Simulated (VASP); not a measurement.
A run of VASP 6.6.1:

INCAR

```
SYSTEM = ZnO
PREC = Accurate ; ENCUT = 520
EDIFF = 1E-6 ; ISMEAR = 0
SIGMA = 0.05 ; LREAL = .FALSE.
LASPH = .TRUE. ; NELM = 100
ALGO = Normal ; ISIF = 2
LWAVE = .FALSE. ; LCHARG = .FALSE.
GGA = PS ; NBANDS = 26
```

KPOINTS

```
Automatic mesh
0
G
  9 9 6
  0 0 0
```

File POSCAR:

```
ZnO
1.0
    3.2027414341      0.0000000000      0.0000000000
   -1.6013707170      2.7736554437      0.0000000000
    0.0000000000      0.0000000000      5.3075831045
Zn O
2 2
Direct
    0.3333333333      0.6666666667      0.0015754469
    0.6666666667      0.3333333333      0.5015754469
    0.3333333333      0.6666666667      0.3503636909
    0.6666666667      0.3333333333      0.8503636909
```

Potentials or basis: VASP PAW PBE potentials, release 64 (Zn, O).

Launch:

```console
$ cat potpaw_PBE.64/Zn/POTCAR potpaw_PBE.64/O/POTCAR > POTCAR
$ mpirun -np 1 vasp_std > vasp.out
```

Hardware: 1 thread of AMD EPYC 7R13, with other jobs on the host.

Question: How long does it take, and how much memory?

Answer: Wall time 76 s on 1 thread of AMD EPYC 7R13, on a shared host, peak memory 0.16 GiB. Counts: scf iterations 15, k points 48.
